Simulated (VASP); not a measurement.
Runs of VASP 6.6.1 on CsH. The structure is that of space group Fm-3m (No. 225), or close to it. The cells are those of the table. 

| cell | gap on the mesh (eV) | pressure (GPa) |
| --- | --- | --- |
| a = 4.523 Å, angles 60.0°, 2 atoms | 3.12 | -0.4 |
| a = 4.432 Å, angles 60.0°, 2 atoms | 3.07 | (b) |
| a = 4.611 Å, angles 60.0°, 2 atoms | 3.15 | (a) |
| a = 4.478 Å, angles 60.0°, 2 atoms | 3.09 | (c) |
| a = 4.568 Å, angles 60.0°, 2 atoms | 3.14 | -0.6 |

Alike in all rows: task single point; level r2SCAN+D4; potentials or basis VASP PAW PBE potentials, release 64 (Cs_sv, H); no spin polarisation; k mesh 5 × 5 × 5; cutoff (eV) 550; smearing gaussian 0.01 eV.

Question: Estimate the missing entries.

Answer: (a) -0.8; (b) 0.2; (c) -0.1.

Caveats: the PAW data sets were made with another functional, which shifts forces and pressure a little; spin-orbit coupling is left out, which moves the levels of the heavy elements.

A k mesh can miss the band edges, and the runs leave out spin-orbit coupling on Cs.
